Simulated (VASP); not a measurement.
Write the native input for VASP 6.6.1 that does the following.

| Item | Value |
| --- | --- |
| Task | relaxation of shape and atoms at fixed volume |
| Functional | r2SCAN |
| Potentials or basis | VASP PAW PBE potentials, release 64 (Au) |
| Cutoff | 550 eV |
| k mesh | 18 × 18 × 10 |
| Occupations | gaussian, width 0.1 eV |
| Spin | no spin polarisation |
| Dipole correction | no |
| Further INCAR settings | ALGO = Normal; EDIFF = 1e-07; IBRION = 2; EDIFFG = -0.01; NSW = 50; ISIF = 4 |

Crystal: Au.

```
Au
1.0
     2.93812    0.00000    0.00000
    -1.46906    2.54449    0.00000
     0.00000    0.00000    4.99008
Au
2
Direct
  0.33333 0.66667 0.75000
  0.66667 0.33333 0.25000
```

This isn't the form of Au at room conditions, which is fcc.

One way to write it, as run:

POSCAR

```
Au
1.0
    2.9381198041      0.0000000000      0.0000000000
   -1.4690599020      2.5444863897      0.0000000000
    0.0000000000      0.0000000000      4.9900848821
Au
2
Direct
    0.3333333333      0.6666666667      0.7500000000
    0.6666666667      0.3333333333      0.2500000000
```

INCAR.step1

```
PREC = Accurate
ENCUT = 550
ISMEAR = 0
SIGMA = 0.1
LREAL = False
LASPH = True
NELM = 120
GGA = PE
ALGO = Normal
EDIFF = 1E-5
LWAVE = True
LCHARG = False
GGA_COMPAT = False
IBRION = 2
ISIF = 3
EDIFFG = -0.005
NELMIN = 4
NSW = 100
```

INCAR.step2

```
PREC = Accurate
ENCUT = 550
EDIFF = 1E-7
ISMEAR = 0
SIGMA = 0.1
LREAL = False
LASPH = True
NELM = 120
ALGO = Normal
ISIF = 4
LWAVE = False
LCHARG = False
METAGGA = R2SCAN
LMIXTAU = True
IBRION = 2
NSW = 50
EDIFFG = -0.01
ISTART = 1
GGA_COMPAT = False
NELMIN = 4
```

KPOINTS

```
Automatic mesh
0
Gamma
  18 18 10
```

Potentials or basis: VASP PAW PBE potentials, release 64 (Au).

Launch:

```bash
$ cat potpaw_PBE.64/Au/POTCAR > POTCAR
$ cp INCAR.step1 INCAR
$ mpirun -np 1 vasp_std > vasp.out
$ cp INCAR.step2 INCAR
$ mpirun -np 1 vasp_std > vasp.out
```

Results of the run:

```
Energy gained by relaxing : 0.1 meV/atom
Ionic steps               : 3
Pressure after relaxing   : -7.2 GPa
Band gap on the k mesh    : zero (bands 11 and 12 overlap by 6.76 eV)
```

Caveat: the PAW data sets were made with another functional, which shifts forces and pressure a little; spin-orbit coupling is left out, which moves the levels of the heavy elements.

Wall time 20 min on 1 thread of Intel(R) Xeon(R) Platinum 8259CL CPU @ 2.50GHz (Skylake/Cascade Lake) (shared host), peak memory 0.27 GiB.
